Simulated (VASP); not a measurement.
Write the native input for VASP 6.6.1 that does the following.

```
Task                   : single point
Functional             : r2SCAN
Potentials or basis    : VASP PAW PBE potentials, release 64 (Ta_pv, N)
Cutoff                 : 660 eV
k mesh                 : 12 × 12 × 12
Occupations            : gaussian, width 0.05 eV
Spin                   : collinear spin
Starting moments       : [0.05, 0.0] μB
Dipole correction      : no
Further INCAR settings : ALGO = Normal; EDIFF = 1e-06; NBANDS = 19
```

Crystal: TaN.

```
CELL_PARAMETERS angstrom
0.00000 2.38218 2.38218
2.38218 0.00000 2.38218
2.38218 2.38218 0.00000
ATOMIC_POSITIONS crystal
Ta 0.00000 0.00000 0.00000
N 0.25000 0.25000 0.25000
```

One way to write it, as run:

POSCAR

```
TaN
1.0
    0.0000000000      2.3821777771      2.3821777771
    2.3821777771      0.0000000000      2.3821777771
    2.3821777771      2.3821777771      0.0000000000
Ta N
1 1
Direct
    0.0000000000      0.0000000000      0.0000000000
    0.2500000000      0.2500000000      0.2500000000
```

INCAR.step1

```
PREC = Accurate
ENCUT = 660
ISMEAR = 0
SIGMA = 0.05
LREAL = F
LASPH = T
NELM = 200
ISPIN = 2
MAGMOM = 0.05 0
LMAXMIX = 4
NBANDS = 19
GGA = PE
ALGO = Normal
EDIFF = 1E-5
LWAVE = T
LCHARG = F
GGA_COMPAT = F
```

INCAR.step2

```
PREC = Accurate
ENCUT = 660
EDIFF = 1E-6
ISMEAR = 0
SIGMA = 0.05
LREAL = F
LASPH = T
NELM = 200
ALGO = Normal
ISIF = 2
LWAVE = F
LCHARG = F
ISPIN = 2
MAGMOM = 0.05 0
LORBIT = 11
LMAXMIX = 4
METAGGA = R2SCAN
LMIXTAU = T
NBANDS = 19
ISTART = 1
GGA_COMPAT = F
```

KPOINTS

```
Automatic mesh
0
Gamma
  12 12 12
```

Potentials or basis: VASP PAW PBE potentials, release 64 (Ta_pv, N).

Launch:

```bash
$ cat potpaw_PBE.64/Ta_pv/POTCAR potpaw_PBE.64/N/POTCAR > POTCAR
$ cp INCAR.step1 INCAR
$ mpirun -np 1 vasp_std > vasp.out
$ cp INCAR.step2 INCAR
$ mpirun -np 1 vasp_std > vasp.out
```

It gave:

* Pressure: -4.0 GPa
* Band gap on the k mesh: zero (filled and empty bands overlap)
* Net moment: 0.00 μB per cell
* Valence electrons inside the program's atomic spheres: Ta 8.90; N 3.80

Caveat: the cell stands under tension; the PAW data sets were made with another functional, which shifts forces and pressure a little; spin-orbit coupling is left out, which moves the levels of the heavy elements.

It took 3.5 min on 1 thread of AMD EPYC 9R45 (Zen 5), with other jobs on the host, peak memory 0.21 GiB.
